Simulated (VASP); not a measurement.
CdSe:

```
Cd Se
1.0
     2.91678    0.00000    0.00000
    -1.45839    2.52601    0.00000
     0.00000    0.00000    6.32134
Cd Se
1 1
Cartesian
  0.0000 0.0000 3.1607
  0.0000 0.0000 0.0000
```

The cell was generated, and may not be a known phase.

```yaml
Program: VASP 6.6.1
Task: relaxation of cell and atoms
Functional: PBE
Potentials_or_basis: VASP PAW PBE potentials, release 64 (Cd, Se)
Cutoff: 600 eV
k_mesh: 24 × 24 × 10
Occupations: gaussian, width 0.1 eV
Spin: no spin polarisation
```

At the start: pressure 0.8 GPa; volume 23.29 Å³/atom.

Task: Where does the relaxation end?

Result: Over 5 steps the energy falls by 6.0 meV/atom and the volume is 23.31 Å³/atom (+0.1 %); space group P6/mmm (No. 191, to 0.1 Å) before and after.

The path:
| step | energy change (eV) | largest force (eV/Å) | pressure (GPa) | volume (Å³) |
| --- | --- | --- | --- | --- |
| 1 | 0.0000 | 0.0000 | 0.75 | 46.57 |
| 2 | -0.0091 | 0.0000 | -0.50 | 47.31 |
| 3 | -0.0092 | 0.0000 | -0.66 | 47.41 |
| 4 | -0.0116 | 0.0000 | -0.26 | 46.88 |
| 5 | -0.0119 | 0.0000 | -0.01 | 46.61 |

Final structure:
```yaml
crystal:
  lattice:
    - [2.95653, 0.00000, 0.00000]
    - [-1.47827, 2.56043, 0.00000]
    - [0.00000, 0.00000, 6.15755]
  atoms:
    - { symbol: Cd, position: [0.00000, 0.00000, 0.50000] }
    - { symbol: Se, position: [0.00000, 0.00000, 0.00000] }
```
